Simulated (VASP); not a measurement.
Here is a VASP 6.6.1 calculation.

INCAR

```
PREC = Accurate ; ENCUT = 500
EDIFF = 1E-6 ; ISMEAR = 0
SIGMA = 0.1 ; LREAL = False
LASPH = True ; NELM = 120
ALGO = Normal ; ISIF = 2
LWAVE = False ; LCHARG = False
NBANDS = 15 ; GGA_COMPAT = False
```

The input KPOINTS:

```
regular mesh
0
Gamma
  6 6 6
```

File POSCAR:

```
CaS
1.0
    0.0000000000      2.8250000000      2.8250000000
    2.8250000000      0.0000000000      2.8250000000
    2.8250000000      2.8250000000      0.0000000000
Ca S
1 1
Direct
    0.0000000000      0.0000000000      0.0000000000
    0.5000000000      0.5000000000      0.5000000000
```

Potentials or basis: VASP PAW LDA potentials, release 64 (Ca_sv, S).

The run is started by

```bash
$ cat potpaw_LDA.64/Ca_sv/POTCAR potpaw_LDA.64/S/POTCAR > POTCAR
$ mpirun -np 1 vasp_std > vasp.out
```

(1) Estimate the band gap on the k mesh.

(2) Estimate the pressure.

Results:

(1) 2.08 eV (least direct gap 2.92 eV).

(2) -2.6 GPa.
